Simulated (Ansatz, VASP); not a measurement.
ZrB2 in VASP and in Ansatz

```
Zr B
1.0
     3.11626    0.00000    0.00000
    -1.55813    2.69876    0.00000
     0.00000    0.00000    3.47311
Zr B
1 2
Cartesian
  0.0000 0.0000 0.0000
  0.0000 1.7992 1.7366
  1.5581 0.8996 1.7366
```

Alike in both runs: task single point; functional PBE; k mesh 10 × 10 × 8; occupations fermi-dirac, width 0.15 eV; no spin polarisation.

|  | VASP | Ansatz |
| --- | --- | --- |
| version | VASP 6.6.1 | Ansatz 0.2.0 |
| potentials or method | VASP PAW PBE potentials, release 64 (Zr_sv, B), cutoff 520 eV | plane waves, PAW |
| valence electrons in the cell | 18 | 18 |

```csv
,VASP,Ansatz,Ansatz less VASP
pressure (GPa),14.7,14.6,-0.18
"traceless stress, the component that is largest in VASP (GPa)",-0.14,-0.19,-0.051
```
